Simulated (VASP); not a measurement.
K, 5 atoms in the cell. Symmetry: P4/mmm, No. 123, tetragonal system. The conventional cell has a = 6.338 Å, b = 6.338 Å, c = 11.549 Å, α = 90.00°, β = 90.00°, γ = 90.00°. K (site symmetry 2mm) has 7 K at 4.44 to 4.76 Å within 5.8 Å. 

- Program: VASP 6.6.1
- Task: single point
- Functional: PBEsol
- Potentials or basis: VASP PAW PBE potentials, release 64 (K_sv)
- Cutoff: 520 eV
- k mesh: 4 × 4 × 2
- Occupations: fermi-dirac, width 0.2 eV
- Spin: no spin polarisation
- Dipole correction: no
- Further INCAR settings: ALGO = Normal; EDIFF = 1e-06; NBANDS = 30

Potentials or basis: VASP PAW PBE potentials, release 64 (K_sv).

Launch:

```bash
$ cat potpaw_PBE.64/K_sv/POTCAR > POTCAR
$ mpirun -np 1 vasp_std > vasp.out
```

Hardware: 1 thread of Intel(R) Xeon(R) Platinum 8259CL CPU @ 2.50GHz (Skylake/Cascade Lake) (shared host).

Q: Estimate the wall time of this run.

A: Run time: 2.6 min on 1 thread of Intel(R) Xeon(R) Platinum 8259CL CPU @ 2.50GHz (Skylake/Cascade Lake), on a shared host, peak memory 0.52 GiB. Counts: scf iterations 12, k points 12.
